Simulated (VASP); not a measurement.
Write the native input for VASP 6.6.1 that does the following.

```yaml
Task: single point
Functional: PBE
Potentials_or_basis: VASP PAW PBE potentials, release 64 (Rb_sv, La, Cl)
Cutoff: 520 eV
k_mesh: 6 × 6 × 4
Occupations: gaussian, width 0.1 eV
Spin: no spin polarisation
Dipole_correction: no
Further_INCAR_settings: ALGO = Normal; EDIFF = 1e-07; NBANDS = 30
```

The structure of RbLa2Cl2 lies in POSCAR:

```
RbLa2Cl2
1.0
    5.3639140700      0.0000000000      0.0000000000
   -2.6819570400      4.6452858500      0.0000000000
    0.0000000000      0.0000000000      7.2268413000
Rb La Cl
1 2 2
Direct
    0.0000000000      0.0000000000      0.5000000000
    0.3333333300      0.6666666700      0.5000000000
    0.6666666700      0.3333333300      0.5000000000
    0.3333333300      0.6666666700      0.0000000000
    0.6666666700      0.3333333300      0.0000000000
```

The cell was built from a structure type or drawn by symmetry, and may not be a known phase.

One way to write it, as run:

INCAR

```
SYSTEM = RbLa2Cl2
  PREC = Accurate
  ENCUT = 520
  EDIFF = 1E-7
  ISMEAR = 0
  SIGMA = 0.1
  LREAL = .False.
  LASPH = .True.
  NELM = 80
  ALGO = Normal
  ISIF = 2
  LWAVE = .False.
  LCHARG = .False.
  GGA = PE
  NBANDS = 30
```

KPOINTS

```
Automatic mesh
0
Gamma
  6 6 4
  0 0 0
```

Potentials or basis: VASP PAW PBE potentials, release 64 (Rb_sv, La, Cl).

The run is started by

```bash
$ cat potpaw_PBE.64/Rb_sv/POTCAR potpaw_PBE.64/La/POTCAR potpaw_PBE.64/Cl/POTCAR > POTCAR
$ mpirun -np 1 vasp_std > vasp.out
```

Results of the run:

```
Pressure               : 4.0 GPa
Band gap on the k mesh : zero (an odd number of electrons rules out a gap without spin polarisation)
```

Caveat: the cell stands under pressure; spin-orbit coupling is left out, which moves the levels of the heavy elements; an odd number of electrons without spin polarisation forces a metal; a magnetic or distorted state may lie lower.

Run time: 2.5 min on 1 thread of AMD EPYC 7R13 Processor (Zen 3), with other jobs on the host, peak memory 0.32 GiB.
